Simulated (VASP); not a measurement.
**BN: single point with r2SCAN**

BN:

```
B N
1.0
     0.00000    1.80483    1.82215
     1.80483    0.00000    1.82215
     1.80483    1.80483    0.00000
B N
1 1
Direct
  0.00000 0.00000 0.00000
  0.25000 0.25000 0.25000
```

This cell differs from its parent crystal: uniaxial z strain +1.0%.

```
Program             : VASP 6.6.1
Task                : single point
Functional          : r2SCAN
Potentials or basis : VASP PAW PBE potentials, release 64 (B_h, N_h)
Cutoff              : 1460 eV
k mesh              : 12 × 12 × 12
Occupations         : gaussian, width 0.01 eV
Spin                : no spin polarisation
```

The pressure is -4.1 GPa and the band gap on the k mesh is 4.90 eV (least direct gap 9.47 eV).

Stress tensor (GPa, compression positive):
```
-2.03  0.00  0.00
 0.00 -2.03  0.00
 0.00  0.00 -8.26
```

Levels at points of the mesh, in eV from the valence-band top:
| k point | band 1 | band 2 | band 3 | band 4 | band 5 | band 6 | band 7 | band 8 | band 9 |
| --- | --- | --- | --- | --- | --- | --- | --- | --- | --- |
| (0.00, 0.00, 0.00) | -21.26 | -0.10 | 0.00 | 0.00 | 9.47 | 9.47 | 9.54 | 10.94 | 26.01 |
| (0.50, 0.00, 0.00) | -16.99 | -11.06 | -2.11 | -1.96 | 10.64 | 11.41 | 11.48 | 16.32 | 24.78 |
| (0.50, 0.50, 0.00) | -15.65 | -9.41 | -5.00 | -5.00 | 5.07 | 9.91 | 19.15 | 19.15 | 21.94 |
| (0.50, 0.00, 0.50) | -15.54 | -9.26 | -5.14 | -5.14 | 4.90 | 9.68 | 19.10 | 19.25 | 22.14 |

Run time: 110 s on 1 thread of Intel(R) Xeon(R) Platinum 8488C (Sapphire Rapids), with other jobs on the host, peak memory 0.24 GiB.

Caveat: the cell differs from its parent crystal (uniaxial z strain +1.0%); the stress differs along the axes, from -8 to -2 GPa; the PAW data sets were made with another functional, which shifts forces and pressure a little. A k mesh can miss the band edges.
